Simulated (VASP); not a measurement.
Here is a VASP 6.6.1 calculation.

Contents of INCAR:

```
PREC = Accurate
ENCUT = 600
EDIFF = 1E-6
ISMEAR = 0
SIGMA = 0.02
LREAL = F
LASPH = T
NELM = 60
ALGO = Normal
ISIF = 3
LWAVE = F
LCHARG = F
GGA = PE
IBRION = 2
NSW = 100
EDIFFG = -0.01
```

The input KPOINTS:

```
regular mesh
0
Gamma
  12 12 4
```

File POSCAR:

```
AlB2As3
1.0
    3.6011252786      0.0000000000      0.0000000000
   -1.8005626393      3.1186659735      0.0000000000
    0.0000000000      0.0000000000      9.0478737070
Al B As
1 2 3
Direct
    0.3333333333      0.6666666667      0.6689842086
    0.0000000000      0.0000000000      0.0180415038
    0.6666666667      0.3333333333      0.3203464379
    0.3333333333      0.6666666667      0.9440214852
    0.6666666667      0.3333333333      0.5506370756
    0.0000000000      0.0000000000      0.2479692890
```

Potentials or basis: VASP PAW PBE potentials, release 64 (Al, B, As).

Command:

```bash
$ cat potpaw_PBE.64/Al/POTCAR potpaw_PBE.64/B/POTCAR potpaw_PBE.64/As/POTCAR > POTCAR
$ mpirun -np 1 vasp_std > vasp.out
```

Problem. What does it give for the band gap on the k mesh?

Solution. 0.36 eV (least direct gap 0.72 eV).

Problem. Predict the relaxed cell.

Solution. a = 3.602 Å, b = 3.602 Å, c = 9.066 Å, α = 90.00°, β = 90.00°, γ = 120.00°.

Final structure:
```xyz
6
Lattice="3.6022 0.0000 0.0000 -1.8011 3.1196 0.0000 0.0000 0.0000 9.0662" Properties=species:S:1:pos:R:3 pbc="T T T"
Al    0.0000    2.0797    6.0685
B    -1.8011    3.1196    0.1621
B     1.8011    1.0399    2.9039
As    0.0000    2.0797    8.5571
As    1.8011    1.0399    4.9922
As    0.0000    0.0000    2.2483
```

Caveat: semilocal functionals underestimate gaps, and a narrow one can read as zero. A k mesh can miss the band edges.
